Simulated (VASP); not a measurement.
# Y (P6/mmm) in VASP: further runs

The runs below take Y through single point, with PBE.

Program: VASP 6.6.1. These are calculated values, not measurements. Logs are shortened: lines on timing, memory, paths and dates and some standing lists are left out, and cuts for length are marked.

### Step 1. The cell of the first run

The structure is hexagonal, space group P6/mmm (No. 191). Conventional cell: a = 5.074 Å, b = 5.074 Å, c = 3.060 Å, α = 90.00°, β = 90.00°, γ = 120.00°. Within 4.0 Å of Y (site symmetry 6/mmm) lie 14 Y at 3.06 to 3.31 Å. Within 3.9 Å of Y (site symmetry -6m2) lie 11 Y at 2.93 to 3.31 Å.

This isn't the form of Y at room conditions, which is hcp.

### Step 2. Single point, PBE

The input, INCAR:

```
SYSTEM = Y
PREC = Accurate
ENCUT = 520
EDIFF = 1E-6
ISMEAR = -1
SIGMA = 0.08
LREAL = .FALSE.
LASPH = .TRUE.
NELM = 100
ALGO = Normal
ISIF = 2
LWAVE = .FALSE.
LCHARG = .FALSE.
GGA = PE
NBANDS = 24
```

The input, KPOINTS:

```
Automatic mesh
0
G
  6 6 9
  0 0 0
```

The input, POSCAR:

```
Y
1.0
    5.0743135336      0.0000000000      0.0000000000
   -2.5371567668      4.3944844269      0.0000000000
    0.0000000000      0.0000000000      3.0598818263
Y
3
Direct
    0.0000000000      0.0000000000      0.0000000000
    0.3333333333      0.6666666667      0.5000000000
    0.6666666667      0.3333333333      0.5000000000
```

Potentials or basis: VASP PAW PBE potentials, release 64 (Y_sv).

The run is started by

```sh
$ cat potpaw_PBE.64/Y_sv/POTCAR > POTCAR
$ mpirun -np 1 vasp_std > vasp.out
```

OUTCAR:

```text
SYSTEM = Y
   PREC = Accurate
   ENCUT = 520
   EDIFF = 1E-6
   ISMEAR = -1
   LREAL = .FALSE.
   LASPH = .TRUE.
   NELM = 100
   ISIF = 2
   GGA = PE

 ion  position               nearest neighbor table
   1  0.000  0.000  0.000-   2 3.31   3 3.31   2 3.31   3 3.31   3 3.31   3 3.31   2 3.31   2 3.31
                             3 3.31   3 3.31   2 3.31   2 3.31
   2  0.333  0.667  0.500-   3 2.93   3 2.93   3 2.93   1 3.31   1 3.31   1 3.31   1 3.31   1 3.31
                             1 3.31   3 4.24   3 4.24   3 4.24   3 4.24   3 4.24   3 4.24
   3  0.667  0.333  0.500-   2 2.93   2 2.93   2 2.93   1 3.31   1 3.31   1 3.31   1 3.31   1 3.31
                             1 3.31   2 4.24   2 4.24   2 4.24   2 4.24   2 4.24   2 4.24

  LATTYP: Found a hexagonal cell.
 ALAT       =     5.0743135336
 C/A-ratio  =     0.6030139458

  Lattice vectors:

 A1 = (   5.0743135336,   0.0000000000,   0.0000000000)
 A2 = (  -2.5371567668,   4.3944844269,   0.0000000000)
 A3 = (   0.0000000000,   0.0000000000,   3.0598818263)

Analysis of symmetry for initial positions (statically):
=====================================================================
 Subroutine PRICEL returns:
 Original cell was already a primitive cell.

 Routine SETGRP: Setting up the symmetry group for a
 hexagonal supercell.

 Subroutine GETGRP returns: Found 24 space group operations
 (whereof 24 operations were pure point group operations)
 out of a pool of 24 trial point group operations.

The static configuration has the point symmetry D_6h.

Analysis of symmetry for dynamics (positions and initial velocities):
=====================================================================
 Subroutine PRICEL returns:
 Original cell was already a primitive cell.

 Routine SETGRP: Setting up the symmetry group for a
 hexagonal supercell.

 Subroutine GETGRP returns: Found 24 space group operations
 (whereof 24 operations were pure point group operations)
 out of a pool of 24 trial point group operations.

The dynamic configuration has the point symmetry D_6h.

 Subroutine INISYM returns: Found 24 space group operations
 (whereof 24 operations are pure point group operations),
 and found     1 'primitive' translations

----------------------------------------------------------------------------------------

                                     Primitive cell

  volume of cell :      68.2323

  direct lattice vectors                    reciprocal lattice vectors
     5.074313534  0.000000000  0.000000000     0.197070992  0.113778990  0.000000000
    -2.537156767  4.394484427  0.000000000     0.000000000  0.227557980  0.000000000
     0.000000000  0.000000000  3.059881826     0.000000000  0.000000000  0.326810007

  length of vectors
     5.074313534  5.074313534  3.059881826     0.227557980  0.227557980  0.326810007

  position of ions in fractional coordinates (direct lattice)
     0.000000000  0.000000000  0.000000000
     0.333333333  0.666666667  0.500000000
     0.666666667  0.333333333  0.500000000

  ion indices of the primitive-cell ions
   primitive index   ion index
                 1           1
                 2           2
                 3           3

----------------------------------------------------------------------------------------

 KPOINTS: Automatic mesh

Automatic generation of k-mesh.
 Grid dimensions read from file:
 generate k-points for:    6    6    9

 Generating k-lattice:

  Cartesian coordinates                     Fractional coordinates (reciprocal lattice)
     0.032845165  0.018963165  0.000000000     0.166666667 -0.000000000  0.000000000
     0.000000000  0.037926330  0.000000000     0.000000000  0.166666667  0.000000000
     0.000000000  0.000000000  0.036312223     0.000000000  0.000000000  0.111111111

  Length of vectors
     0.037926330  0.037926330  0.036312223

  Shift w.r.t. Gamma in fractional coordinates (k-lattice)
     0.000000000  0.000000000  0.000000000

 Subroutine IBZKPT returns following result:
 ===========================================

 Found     35 irreducible k-points:

 Following reciprocal coordinates:
            Coordinates               Weight
  0.000000  0.000000  0.000000      1.000000
  0.166667  0.000000  0.000000      6.000000
  0.333333  0.000000  0.000000      6.000000
  0.500000  0.000000  0.000000      3.000000
  0.166667  0.166667  0.000000      6.000000
  0.333333  0.166667  0.000000     12.000000
[... 16 lines left out ...]
  0.166667  0.000000  0.333333     12.000000
  0.333333  0.000000  0.333333     12.000000
 [... further k-points ...]
   k-points           NKPTS =     35   k-points in BZ     NKDIM =     35   number of bands    NBANDS=     24
   number of dos      NEDOS =    301   number of ions     NIONS =      3
   total plane-waves  NPLWV =  38400
   dimension x,y,z NGX =    40 NGY =   40 NGZ =   24
   dimension x,y,z NGXF=    80 NGYF=   80 NGZF=   48
   ions per type =               3
   NGX,Y,Z   is equivalent  to a cutoff of  13.10, 13.10, 13.04 a.u.
   NGXF,Y,Z  is equivalent  to a cutoff of  26.21, 26.21, 26.08 a.u.
 SYSTEM =  Y
   PREC   = accura    normal or accurate (medium, high low for compatibility)
   ISTART =      0    job   : 0-new  1-cont  2-samecut
   ICHARG =      2    charge: 1-file 2-atom 10-const
   ISPIN  =      1    spin polarized calculation?
   LNONCOLLINEAR =      F non collinear calculations
   LSORBIT =      F    spin-orbit coupling
   LASPH  =      T    aspherical Exc in radial PAW
   ENCUT  =  520.0 eV  38.22 Ry    6.18 a.u.   9.43  9.43  5.69*2*pi/ulx,y,z
   NELM   =    100;   NELMIN=  2; NELMDL= -5     # of ELM steps
   EDIFF  = 0.1E-05   stopping-criterion for ELM
   LREAL  =      F    real-space projection
   EDIFFG = 0.1E-04   stopping-criterion for IOM
   NSW    =      0    number of steps for IOM
   IBRION =     -1    ionic relax: 0-MD 1-quasi-New 2-CG
   NFREE  =      0    steps in history (QN), initial steepest desc. (CG)
   ISIF   =      2    stress and relaxation
   ISYM   =      2    0-nonsym 1-usesym 2-fastsym
   POTIM  = 0.5000    time-step for ionic-motion
   TEBEG  =    0.0;   TEEND  =   0.0 temperature during run
   PSTRESS=    0.0 pullay stress
   NELECT =      33.0000    total number of electrons
   NUPDOWN=      -1.0000    fix difference up-down
   EMIN   =  10.00;   EMAX   =-10.00  energy-range for DOS
   EFERMI =   0.00;   METHOD = LEGACY
   ISMEAR =    -1;   SIGMA  =   0.08  broadening in eV -4-tet -1-fermi 0-gaus
   EFERMI_NEDOS =   21; number of points for ismear=-14 and -15
   IALGO  =     38    algorithm
   IMIX   =      4    mixing-type and parameters
     AMIX     =   0.40;   BMIX     =  1.00
     AMIX_MAG =   1.60;   BMIX_MAG =  1.00
  volume/ion in A,a.u.               =      22.74       153.48
  Fermi-wavevector in a.u.,A,eV,Ry     =   1.285039  2.428371 22.467631  1.651324
  Thomas-Fermi vector in A             =   2.417197
   LORBIT       =      0    0 simple, 1 ext, 2 COOP (PROOUT), +10 PAW based schemes
   GGA     = PE    functional components
   LHFCALC =     F    Hartree Fock is set to
   AEXX    =    0.0000 exact exchange contribution
   IVDW    =     0    specifies the selected vdW correction
   LEPSILON=     F    determine dielectric tensor
   LRPA    =     F    only Hartree local field effects (RPA)
 non-spin polarized calculation
  energy-cutoff  :      520.00
  volume of cell :       68.23
 maximum number of plane-waves:      1878
 NGX is ok and might be reduce to    40
   NGX = 19   NGY = 19   NGZ = 11

 number of electron      33.0000001 magnetization

 Free energy of the ion-electron system (eV)
  ---------------------------------------------------
  ext. energy  EPLUGINS =         0.00000000
  ---------------------------------------------------
  free energy    TOTEN  =       -17.49055599 eV

  energy without entropy =      -17.41971202  energy(sigma->0) =      -17.45513401

 E-fermi :   4.9892     XC(G=0): -10.9561

 val. band max:        4.9774110694   @ k =   0.1667   0.0000   0.0000
 cond. band min:       5.0041925338   @ k =   0.1667   0.1667   0.2222
 fundamental gap:      0.0267814644
 Fermi energy:         4.9891841410

 k-point     1 :       0.0000    0.0000    0.0000
  band No.  band energies     occupation
      1     -37.1130      2.00000
      2     -36.7345      2.00000
      3     -36.6976      2.00000
      4     -17.6453      2.00000
      5     -17.6453      2.00000
      6     -17.2068      2.00000
[... 16 lines left out ...]
     23       8.8906      0.00000
     24       8.8908      0.00000

 k-point     2 :       0.1667    0.0000    0.0000
  band No.  band energies     occupation
      1     -37.0869      2.00000
      2     -36.7550      2.00000
      3     -36.7051      2.00000
      4     -17.7735      2.00000
      5     -17.6901      2.00000
      6     -17.0396      2.00000
[... 16 lines left out ...]
     23       8.2408      0.00000
     24       8.4042      0.00000

 k-point     3 :       0.3333    0.0000    0.0000
  band No.  band energies     occupation
      1     -37.0190      2.00000
      2     -36.8111      2.00000
      3     -36.7205      2.00000
      4     -17.9312      2.00000
      5     -17.6047      2.00000
      6     -16.7770      2.00000
[... 16 lines left out ...]
     23       8.4686      0.00000
     24       9.1600      0.00000
[... 514 lines left out ...]
 k-point    23 :       0.1667    0.0000    0.3333
  band No.  band energies     occupation
      1     -36.9516      2.00000
      2     -36.6546      2.00000
      3     -36.6274      2.00000
      4     -17.5681      2.00000
      5     -17.5576      2.00000
      6     -17.4672      2.00000
[... 16 lines left out ...]
     23       9.7978      0.00000
     24      10.1043      0.00000

 k-point    24 :       0.3333    0.0000    0.3333
  band No.  band energies     occupation
      1     -36.8977      2.00000
      2     -36.7064      2.00000
      3     -36.6316      2.00000
      4     -17.6481      2.00000
      5     -17.6108      2.00000
      6     -17.4818      2.00000
[... 16 lines left out ...]
     23       9.3788      0.00000
     24       9.6530      0.00000

 [... further k-points ...]

------------------------ aborting loop because EDIFF is reached ----------------------------------------

  FORCE on cell =-STRESS in cart. coord.  units (eV):
  Direction    XX          YY          ZZ          XY          YZ          ZX
  --------------------------------------------------------------------------------------
  -------------------------------------------------------------------------------------
  Total       10.0477429     10.0477429     10.0811069      0.0000000     -0.0000000      0.0000000
  in kB      235.9332841    235.9332841    236.7167120      0.0000000     -0.0000000      0.0000000
  external PRESSURE =     236.1944267 kB  Pullay stress =       0.0000000 kB

 VOLUME and BASIS-vectors are now :
 -----------------------------------------------------------------------------
  energy-cutoff  :      520.00
  volume of cell :       68.23
      direct lattice vectors                 reciprocal lattice vectors
     5.074313534  0.000000000  0.000000000     0.197070992  0.113778990  0.000000000
    -2.537156767  4.394484427  0.000000000     0.000000000  0.227557980  0.000000000
     0.000000000  0.000000000  3.059881826     0.000000000  0.000000000  0.326810007

 POSITION                                       TOTAL-FORCE (eV/Angst)
 -----------------------------------------------------------------------------------
      0.00000      0.00000      0.00000        -0.000000      0.000000      0.000000
     -0.00000      2.92966      1.52994        -0.000000      0.000000      0.000000
      2.53716      1.46483      1.52994         0.000000     -0.000000      0.000000
 -----------------------------------------------------------------------------------
    total drift:                                0.000000     -0.000000      0.000000

  FREE ENERGIE OF THE ION-ELECTRON SYSTEM (eV)
  ---------------------------------------------------
  free  energy   TOTEN  =       -17.4905559884 eV

  energy  without entropy=      -17.4197120235  energy(sigma->0) =      -17.45513401
```

Run time: 52 s. Hardware: 1 thread of Intel Xeon Platinum 8488C (Sapphire Rapids), shared host; peak memory 0.21 GiB.

What came out:

* Free energy: -17.4906 eV
* Pressure: 23.6 GPa
* Band gap on the k mesh: zero (an odd number of electrons rules out a gap without spin polarisation)

Stress tensor (GPa, compression positive):
```
23.59  0.00  0.00
 0.00 23.59  0.00
 0.00  0.00 23.67
```

Caveat: the cell stands under pressure.

### Step 3. Single point, PBE

This run uses another cell than the first one, of 25.99 Å³/atom.

The input, INCAR:

```
PREC = Accurate
ENCUT = 520
EDIFF = 1E-6
ISMEAR = -1
SIGMA = 0.08
LREAL = False
LASPH = True
NELM = 60
ALGO = Normal
ISIF = 2
LWAVE = False
LCHARG = False
GGA = PE
NBANDS = 24
```

The input, KPOINTS:

```
regular mesh
0
Gamma
  6 6 9
```

The input, POSCAR:

```
Y
1.0
    5.2796445829      0.0000000000      0.0000000000
   -2.6398222915      4.5723063318      0.0000000000
    0.0000000000      0.0000000000      3.2302923007
Y
3
Direct
    0.0000000000      0.0000000000      0.0000000000
    0.3333333333      0.6666666667      0.5000000000
    0.6666666667      0.3333333333      0.5000000000
```

Potentials or basis: VASP PAW PBE potentials, release 64 (Y_sv).

The run is started by

```sh
$ cat potpaw_PBE.64/Y_sv/POTCAR > POTCAR
$ mpirun -np 1 vasp_std > vasp.out
```

OUTCAR:

```text
PREC = Accurate
   ENCUT = 520
   EDIFF = 1E-6
   ISMEAR = -1
   LREAL = False
   LASPH = True
   NELM = 60
   ISIF = 2
   GGA = PE

 ion  position               nearest neighbor table
   1  0.000  0.000  0.000-   2 3.45   3 3.45   2 3.45   3 3.45   3 3.45   3 3.45   2 3.45   2 3.45
                             3 3.45   3 3.45   2 3.45   2 3.45
   2  0.333  0.667  0.500-   3 3.05   3 3.05   3 3.05   1 3.45   1 3.45   1 3.45   1 3.45   1 3.45
                             1 3.45
   3  0.667  0.333  0.500-   2 3.05   2 3.05   2 3.05   1 3.45   1 3.45   1 3.45   1 3.45   1 3.45
                             1 3.45

  LATTYP: Found a hexagonal cell.
 ALAT       =     5.2796445829
 C/A-ratio  =     0.6118389695

  Lattice vectors:

 A1 = (   5.2796445829,   0.0000000000,   0.0000000000)
 A2 = (  -2.6398222915,   4.5723063318,   0.0000000000)
 A3 = (   0.0000000000,   0.0000000000,   3.2302923007)

Analysis of symmetry for initial positions (statically):
=====================================================================
 Subroutine PRICEL returns:
 Original cell was already a primitive cell.

 Routine SETGRP: Setting up the symmetry group for a
 hexagonal supercell.

[... 167 lines left out ...]

 E-fermi :   4.1872     XC(G=0): -10.3700

 val. band max:        4.1683989292   @ k =   0.0000   0.0000   0.3333
 cond. band min:       4.2022632840   @ k =   0.0000   0.0000   0.1111
 fundamental gap:      0.0338643548
 Fermi energy:         4.1872127874

 k-point     1 :       0.0000    0.0000    0.0000
  band No.  band energies     occupation
      1     -38.0535      2.00000
      2     -37.8139      2.00000
      3     -37.7701      2.00000
      4     -18.4485      2.00000
      5     -18.4485      2.00000
      6     -18.0871      2.00000
[... 637 lines left out ...]
     23       8.0627      0.00000
     24       8.3496      0.00000

 [... further k-points ...]

------------------------ aborting loop because EDIFF is reached ----------------------------------------

  FORCE on cell =-STRESS in cart. coord.  units (eV):
  Direction    XX          YY          ZZ          XY          YZ          ZX
  --------------------------------------------------------------------------------------
  -------------------------------------------------------------------------------------
  Total        5.8487844      5.8487844      5.8515860     -0.0000000      0.0000000      0.0000000
  in kB      120.1695316    120.1695316    120.2270935     -0.0000000      0.0000000      0.0000000
  external PRESSURE =     120.1887189 kB  Pullay stress =       0.0000000 kB

 VOLUME and BASIS-vectors are now :
 -----------------------------------------------------------------------------
  energy-cutoff  :      520.00
  volume of cell :       77.98
      direct lattice vectors                 reciprocal lattice vectors
     5.279644583  0.000000000  0.000000000     0.189406689  0.109354003  0.000000000
    -2.639822291  4.572306332  0.000000000     0.000000000  0.218708006  0.000000000
     0.000000000  0.000000000  3.230292301     0.000000000  0.000000000  0.309569509

 POSITION                                       TOTAL-FORCE (eV/Angst)
 -----------------------------------------------------------------------------------
      0.00000      0.00000      0.00000        -0.000000      0.000000      0.000000
     -0.00000      3.04820      1.61515         0.000000      0.000000      0.000000
      2.63982      1.52410      1.61515        -0.000000     -0.000000     -0.000000
 -----------------------------------------------------------------------------------
    total drift:                                0.000000     -0.000000      0.000000

  FREE ENERGIE OF THE ION-ELECTRON SYSTEM (eV)
  ---------------------------------------------------
  free  energy   TOTEN  =       -18.5504168111 eV

  energy  without entropy=      -18.4647442029  energy(sigma->0) =      -18.50758051
```

OSZICAR:

```text
N       E                     dE             d eps       ncg     rms          rms(c)
DAV:   1     0.150083209843E+03    0.15008E+03   -0.16437E+04  1680   0.133E+03
DAV:   2    -0.519012615035E+01   -0.15527E+03   -0.14875E+03  2008   0.306E+02
DAV:   3    -0.185192963468E+02   -0.13329E+02   -0.12777E+02  3048   0.493E+01
DAV:   4    -0.189009519518E+02   -0.38166E+00   -0.38109E+00  2056   0.912E+00
DAV:   5    -0.189114536875E+02   -0.10502E-01   -0.10501E-01  2504   0.128E+00    0.451E+01
DAV:   6    -0.185666972545E+02    0.34476E+00   -0.52570E-01  1784   0.433E+00    0.276E+01
DAV:   7    -0.185632993290E+02    0.33979E-02   -0.10900E+00  2352   0.548E+00    0.238E+00
DAV:   8    -0.185503103810E+02    0.12989E-01   -0.18285E-01  2136   0.223E+00    0.643E-01
DAV:   9    -0.185504922886E+02   -0.18191E-03   -0.72100E-03  2328   0.542E-01    0.275E-01
DAV:  10    -0.185504122059E+02    0.80083E-04   -0.10167E-03  2376   0.207E-01    0.108E-01
DAV:  11    -0.185504161495E+02   -0.39436E-05   -0.68724E-05  2240   0.481E-02    0.164E-02
DAV:  12    -0.185504168111E+02   -0.66161E-06   -0.32766E-06  1992   0.128E-02
   1 F= -.18550417E+02 E0= -.18507581E+02  d E =-.856726E-01
```

stdout:

```text
POSCAR found type information on POSCAR Y
 POSCAR found :  1 types and       3 ions
 scaLAPACK will be used
 LDA part: xc-table for (Slater+PW92), standard interpolation
 POSCAR, INCAR and KPOINTS ok, starting setup
 FFT: planning ... GRIDC
 FFT: planning ... GRID_SOFT
 FFT: planning ... GRID
 WAVECAR not read
 entering main loop
```

Wall time 40 s (1 thread of Intel Xeon Platinum 8488C (Sapphire Rapids), shared host); peak memory 0.22 GiB.

What came out:

| Item | Value |
| --- | --- |
| Free energy | -18.5504 eV |
| Pressure | 12.0 GPa |
| Band gap on the k mesh | zero (an odd number of electrons rules out a gap without spin polarisation) |

Caveat: the cell stands under pressure.

[end of part 1 of 2]

The gap in the log of VASP goes by the Fermi energy; the results here count the filled bands.